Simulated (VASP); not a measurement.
FeO (Wuestite): single point with PBE

FeO (Wuestite):

```
Fe O
1.0
     1.51882    0.87689    2.51958
    -1.51882    0.87689    2.51958
     0.00000   -1.75378    2.51958
Fe O
1 1
Direct
  0.00000 0.00000 0.00000
  0.50000 0.50000 0.50000
```

```
Program             : VASP 6.6.1
Task                : single point
Functional          : PBE
Potentials or basis : VASP PAW PBE potentials, release 64 (Fe, O)
Cutoff              : 520 eV
k mesh              : 9 × 9 × 9
Occupations         : methfessel-paxton, width 0.1 eV
Spin                : collinear spin, ferromagnetic start
Starting moments    : [3.0, 0.0] μB
```

The pressure is -1.2 GPa. The band gap on the k mesh is zero (filled and empty bands overlap). The net moment is 4.00 μB per cell, the site moments are Fe +3.62; O +0.30 μB and the valence electrons inside the program's atomic spheres are Fe 6.72; O 4.99.

Stress tensor (GPa, compression positive):
```
-0.84  0.00  0.00
 0.00 -0.84  0.00
 0.00  0.00 -1.91
```

Levels at points of the mesh, in eV from the Fermi level:
Spin up:
```csv
k point,band 5,band 6,band 7,band 8,band 9,band 10,band 11,band 12,band 13,band 14
"(0.00, 0.00, 0.00)",-3.80,-3.70,-3.70,-3.64,-3.64,0.10,15.49,16.76,17.17,17.17
```
Spin down:
```csv
k point,band 1,band 2,band 3,band 4,band 5,band 6,band 7,band 8,band 9,band 10
"(0.00, 0.00, 0.00)",-20.10,-3.25,-3.14,-3.14,-0.75,-0.66,-0.66,0.24,0.24,0.91
```

Wall time 34 s on 1 thread of Intel Xeon 6975P-C, on a shared host, peak memory 0.18 GiB.

Caveat: a cell with one magnetic atom can't hold antiferromagnetic order, which such compounds often take; semilocal functionals often make such compounds metallic where correlation or magnetic order opens a gap, which also shifts bond lengths. With open d or f shells a metallic result of PBE can be an artefact of self-interaction; +U or a hybrid may open a gap.
